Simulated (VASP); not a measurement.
# AlNi (P4/mmm) in VASP: further runs

The runs below take AlNi through single point, with PBE.

Everything below comes from runs of VASP 6.6.1. Logs are shortened: lines on timing, memory, paths and dates and some standing lists are left out, and cuts for length are marked.

## (1) The cell of the first run

Symmetry: P4/mmm, No. 123, tetragonal system. The conventional cell has a = 2.744 Å, b = 2.744 Å, c = 2.978 Å, α = 90.00°, β = 90.00°, γ = 90.00°. Al (site symmetry 4/mmm) has 8 Ni at 2.45 Å and 6 Al at 2.74 to 2.98 Å within 3.2 Å. Ni (site symmetry 4/mmm) has 8 Al at 2.45 Å and 6 Ni at 2.74 to 2.98 Å within 3.2 Å.

## (2) Single point, PBE

Contents of INCAR:

```
SYSTEM = AlNi
PREC = Accurate
ENCUT = 520
EDIFF = 1E-6
ISMEAR = 0
SIGMA = 0.15
LREAL = .FALSE.
LASPH = .TRUE.
NELM = 80
ALGO = Fast
ISIF = 2
LWAVE = .FALSE.
LCHARG = .FALSE.
GGA = PE
NBANDS = 14
```

Contents of KPOINTS:

```
regular mesh
0
G
  16 16 16
  0 0 0
```

Contents of POSCAR:

```
AlNi
1.0
    1.9405291957     -1.9404970834      0.0000000000
    1.9405291957      1.9404970834      0.0000000000
    0.0000000000      0.0000000000      2.9778000000
Al Ni
1 1
Direct
    0.0000000000      0.0000000000      0.0000000000
    0.5000000000      0.5000000000      0.5000000000
```

Potentials or basis: VASP PAW PBE potentials, release 64 (Al, Ni).

Started as:

```
> cat potpaw_PBE.64/Al/POTCAR potpaw_PBE.64/Ni/POTCAR > POTCAR
> mpirun -np 1 vasp_std > vasp.out
```

OUTCAR:

```text
SYSTEM = AlNi
   PREC = Accurate
   ENCUT = 520
   EDIFF = 1E-6
   ISMEAR = 0
   LREAL = .FALSE.
   LASPH = .TRUE.
   NELM = 80
   ISIF = 2
   GGA = PE

 ion  position               nearest neighbor table
   1  0.000  0.000  0.000-   2 2.45   2 2.45   2 2.45   2 2.45   2 2.45   2 2.45   2 2.45   2 2.45

   2  0.500  0.500  0.500-   1 2.45   1 2.45   1 2.45   1 2.45   1 2.45   1 2.45   1 2.45   1 2.45

  LATTYP: Found a base centered orthorhombic cell.
 ALAT       =     3.8809941668
 B/A-ratio  =     1.0000165485
 C/A-ratio  =     0.7672776284

  Lattice vectors:

 A1 = (  -1.9405291957,  -1.9404970834,   0.0000000000)
 A2 = (   1.9405291957,  -1.9404970834,   0.0000000000)
 A3 = (   0.0000000000,   0.0000000000,   2.9778000000)

Analysis of symmetry for initial positions (statically):
=====================================================================
 Subroutine PRICEL returns:
 Original cell was already a primitive cell.

 Routine SETGRP: Setting up the symmetry group for a
 base centered orthorhombic supercell.

 Subroutine GETGRP returns: Found  8 space group operations
 (whereof  8 operations were pure point group operations)
 out of a pool of  8 trial point group operations.

The static configuration has the point symmetry D_2h.

Analysis of symmetry for dynamics (positions and initial velocities):
=====================================================================
 Subroutine PRICEL returns:
 Original cell was already a primitive cell.

 Routine SETGRP: Setting up the symmetry group for a
 base centered orthorhombic supercell.

 Subroutine GETGRP returns: Found  8 space group operations
 (whereof  8 operations were pure point group operations)
 out of a pool of  8 trial point group operations.

The dynamic configuration has the point symmetry D_2h.

 Subroutine INISYM returns: Found  8 space group operations
 (whereof  8 operations are pure point group operations),
 and found     1 'primitive' translations

----------------------------------------------------------------------------------------

                                     Primitive cell

  volume of cell :      22.4264

  direct lattice vectors                    reciprocal lattice vectors
     1.940529196 -1.940497083  0.000000000     0.257661673 -0.257665937  0.000000000
     1.940529196  1.940497083  0.000000000     0.257661673  0.257665937  0.000000000
     0.000000000  0.000000000  2.977800000     0.000000000  0.000000000  0.335818389

  length of vectors
     2.744300000  2.744300000  2.977800000     0.364391648  0.364391648  0.335818389

  position of ions in fractional coordinates (direct lattice)
     0.000000000  0.000000000  0.000000000
     0.500000000  0.500000000  0.500000000

  ion indices of the primitive-cell ions
[... 85 lines left out ...]
   PSTRESS=    0.0 pullay stress
   NELECT =      13.0000    total number of electrons
   NUPDOWN=      -1.0000    fix difference up-down
   EMIN   =  10.00;   EMAX   =-10.00  energy-range for DOS
   EFERMI =   0.00;   METHOD = LEGACY
   ISMEAR =     0;   SIGMA  =   0.15  broadening in eV -4-tet -1-fermi 0-gaus
   EFERMI_NEDOS =   21; number of points for ismear=-14 and -15
   IALGO  =     68    algorithm
   IMIX   =      4    mixing-type and parameters
     AMIX     =   0.40;   BMIX     =  1.00
     AMIX_MAG =   1.60;   BMIX_MAG =  1.00
  volume/ion in A,a.u.               =      11.21        75.67
  Fermi-wavevector in a.u.,A,eV,Ry     =   1.365012  2.579498 25.351151  1.863257
  Thomas-Fermi vector in A             =   2.491277
   LORBIT       =      0    0 simple, 1 ext, 2 COOP (PROOUT), +10 PAW based schemes
   GGA     = PE    functional components
   LHFCALC =     F    Hartree Fock is set to
   AEXX    =    0.0000 exact exchange contribution
   IVDW    =     0    specifies the selected vdW correction
   LEPSILON=     F    determine dielectric tensor
   LRPA    =     F    only Hartree local field effects (RPA)
 non-spin polarized calculation
 RMM-DIIS sequential band-by-band and
 Gauss-broadening in eV      SIGMA  =   0.15
  energy-cutoff  :      520.00
  volume of cell :       22.43
 maximum number of plane-waves:       619
   NGX = 11   NGY = 11   NGZ = 11

 number of electron      13.0000016 magnetization

 Free energy of the ion-electron system (eV)
  ---------------------------------------------------
  ext. energy  EPLUGINS =         0.00000000
  ---------------------------------------------------
  free energy    TOTEN  =       -10.44339952 eV

  energy without entropy =      -10.43283630  energy(sigma->0) =      -10.43811791

 E-fermi :  10.8962     XC(G=0): -12.3606

 val. band max:       10.8960361453   @ k =  -0.3125   0.1875   0.3750
 cond. band min:      10.8969561333   @ k =  -0.3750   0.1250   0.1250
 fundamental gap:      0.0009199881
 Fermi energy:        10.8962241712

 k-point     1 :       0.0000    0.0000    0.0000
  band No.  band energies     occupation
      1      -0.7220      2.00000
      2       7.2836      2.00000
      3       7.3861      2.00000
      4       9.1579      2.00000
      5       9.1580      2.00000
      6       9.3804      2.00000
      7      14.7504      0.00000
      8      17.7263      0.00000
      9      17.7264      0.00000
     10      18.6429      0.00000
     11      19.5560      0.00000
     12      26.0941      0.00000
     13      32.0446      0.00000
     14      32.0446      0.00000
[... 377 lines left out ...]
      1      -0.5633      2.00000
      2       7.3222      2.00000
      3       7.4007      2.00000
      4       9.0949      2.00000
      5       9.1291      2.00000
      6       9.3119      2.00000
      7      14.9837      0.00000
      8      16.5152      0.00000
      9      17.0316      0.00000
     10      19.0444      0.00000
     11      21.0209      0.00000
     12      26.7148      0.00000
     13      30.8222      0.00000
     14      31.1631      0.00000

 [... further k-points ...]
[... 5 lines left out ...]
  --------------------------------------------------------------------------------------
  -------------------------------------------------------------------------------------
  Total        2.3561187      2.3567371      1.5458664      0.0000000      0.0000000      0.0000000
  in kB      168.3251661    168.3693444    110.4393485      0.0000000      0.0000000      0.0000000
  external PRESSURE =     149.0446197 kB  Pullay stress =       0.0000000 kB

 VOLUME and BASIS-vectors are now :
 -----------------------------------------------------------------------------
  energy-cutoff  :      520.00
  volume of cell :       22.43
      direct lattice vectors                 reciprocal lattice vectors
     1.940529196 -1.940497083  0.000000000     0.257661673 -0.257665937  0.000000000
     1.940529196  1.940497083  0.000000000     0.257661673  0.257665937  0.000000000
     0.000000000  0.000000000  2.977800000     0.000000000  0.000000000  0.335818389

 POSITION                                       TOTAL-FORCE (eV/Angst)
 -----------------------------------------------------------------------------------
      0.00000      0.00000      0.00000        -0.000000      0.000000      0.000000
      1.94053      0.00000      1.48890         0.000000      0.000000      0.000000
 -----------------------------------------------------------------------------------
    total drift:                                0.000000      0.000000      0.000000

  FREE ENERGIE OF THE ION-ELECTRON SYSTEM (eV)
  ---------------------------------------------------
  free  energy   TOTEN  =       -10.4433995226 eV

  energy  without entropy=      -10.4328362985  energy(sigma->0) =      -10.43811791
```

OSZICAR:

```text
N       E                     dE             d eps       ncg     rms          rms(c)
DAV:   1     0.412498574758E+02    0.41250E+02   -0.54223E+03 18780   0.990E+02
DAV:   2    -0.102096786375E+02   -0.51460E+02   -0.46488E+02 19830   0.183E+02
DAV:   3    -0.119563773863E+02   -0.17467E+01   -0.17314E+01 23178   0.371E+01
DAV:   4    -0.119791576066E+02   -0.22780E-01   -0.22774E-01 21948   0.387E+00
DAV:   5    -0.119798146038E+02   -0.65700E-03   -0.65698E-03 23622   0.709E-01    0.126E+01
RMM:   6    -0.136810103251E+02   -0.17012E+01   -0.13434E+01 22467   0.458E+01    0.162E+01
RMM:   7    -0.104581615425E+02    0.32228E+01   -0.36858E+00 20771   0.235E+01    0.130E+00
RMM:   8    -0.104527019136E+02    0.54596E-02   -0.72467E-02 19848   0.267E+00    0.684E-01
RMM:   9    -0.104464379464E+02    0.62640E-02   -0.21913E-02 21137   0.983E-01    0.502E-01
RMM:  10    -0.104434435866E+02    0.29944E-02   -0.68467E-03 22872   0.104E+00    0.157E-01
RMM:  11    -0.104435084865E+02   -0.64900E-04   -0.79838E-04 25069   0.327E-01    0.111E-01
RMM:  12    -0.104433883383E+02    0.12015E-03   -0.27995E-04 25470   0.178E-01    0.238E-02
RMM:  13    -0.104433975838E+02   -0.92455E-05   -0.86910E-05 25568   0.610E-02    0.631E-03
RMM:  14    -0.104433991948E+02   -0.16111E-05   -0.14715E-05 23961   0.253E-02    0.732E-03
RMM:  15    -0.104433995226E+02   -0.32771E-06   -0.13154E-06 13600   0.875E-03
   1 F= -.10443400E+02 E0= -.10438118E+02  d E =-.105632E-01
```

stdout:

```text
POSCAR found type information on POSCAR AlNi
 POSCAR found :  2 types and       2 ions
 scaLAPACK will be used
 LDA part: xc-table for (Slater+PW92), standard interpolation
 POSCAR, INCAR and KPOINTS ok, starting setup
 FFT: planning ... GRIDC
 FFT: planning ... GRID_SOFT
 FFT: planning ... GRID
 WAVECAR not read
 entering main loop
WARNING in EDDRMM: call to ZHEGV failed, returncode =   6  3     14
WARNING in EDDRMM: call to ZHEGV failed, returncode =   8  4     13
WARNING in EDDRMM: call to ZHEGV failed, returncode =   8  4     14
WARNING in EDDRMM: call to ZHEGV failed, returncode =   8  4     14
WARNING in EDDRMM: call to ZHEGV failed, returncode =   6  3     14
WARNING in EDDRMM: call to ZHEGV failed, returncode =   8  4     14
WARNING in EDDRMM: call to ZHEGV failed, returncode =   6  3     13
```

Wall time 2 min (1 thread of Intel Xeon Platinum 8488C (Sapphire Rapids), shared host); peak memory 0.31 GiB.

Results:

```
Free energy            : -10.4434 eV
Pressure               : 14.9 GPa
Band gap on the k mesh : zero (an odd number of electrons rules out a gap without spin polarisation)
```

Caveat: the stress differs along the axes, from 11 to 17 GPa. Spin polarisation is off, so any magnetic state and its effect on volume and gap are missing.

## (3) Single point, PBE

This run uses another cell than the first one, of 11.31 Å³/atom.

Contents of INCAR:

```
PREC = Accurate
ENCUT = 520
EDIFF = 1E-6
ISMEAR = 0
SIGMA = 0.15
LREAL = False
LASPH = True
NELM = 60
ALGO = Fast
ISIF = 2
LWAVE = False
LCHARG = False
GGA = PE
NBANDS = 14
```

Contents of KPOINTS:

```
regular mesh
0
Gamma
  16 16 16
```

Contents of POSCAR:

```
AlNi
1.0
    1.9745413133     -1.9745086382      0.0000000000
    1.9745413133      1.9745086382      0.0000000000
    0.0000000000      0.0000000000      2.9004437058
Al Ni
1 1
Direct
    0.0000000000      0.0000000000      0.0000000000
    0.5000000000      0.5000000000      0.5000000000
```

Potentials or basis: VASP PAW PBE potentials, release 64 (Al, Ni).

Started as:

```
> cat potpaw_PBE.64/Al/POTCAR potpaw_PBE.64/Ni/POTCAR > POTCAR
> mpirun -np 1 vasp_std > vasp.out
```

Run time: 2.1 min. Hardware: 1 thread of Intel Xeon Platinum 8488C (Sapphire Rapids), shared host; peak memory 0.32 GiB.

It converged, with:

| Quantity | Value |
| --- | --- |
| Free energy | -10.4783 eV |
| Pressure | 12.6 GPa |
| Band gap on the k mesh | zero (an odd number of electrons rules out a gap without spin polarisation) |

Stress tensor (GPa, compression positive):
```
13.62  0.00  0.00
 0.00 13.62  0.00
 0.00  0.00 10.43
```

Levels at points of the mesh, in eV from the Fermi level:
| k point | band 5 | band 6 | band 7 | band 8 | band 9 | band 10 |
| --- | --- | --- | --- | --- | --- | --- |
| (0.00, 0.00, 0.00) | -1.69 | -1.58 | 4.83 | 6.22 | 6.22 | 8.10 |
| (0.50, 0.00, 0.00) | -2.33 | -1.58 | -0.57 | 8.31 | 9.50 | 10.80 |
| (0.50, 0.50, 0.00) | -2.35 | -2.35 | -1.02 | 1.83 | 2.99 | 12.29 |
| (0.00, 0.00, 0.50) | -2.34 | -1.50 | -0.87 | 8.36 | 10.65 | 10.65 |
| (0.50, 0.00, 0.50) | -2.20 | -2.16 | -1.12 | 1.49 | 2.62 | 13.25 |
| (0.50, 0.50, 0.50) | -0.99 | 1.90 | 2.00 | 2.00 | 4.21 | 4.56 |

Caveat: the cell stands under pressure. Spin polarisation is off, so any magnetic state and its effect on volume and gap are missing.

The gap in the log of VASP goes by the Fermi energy; the results here count the filled bands.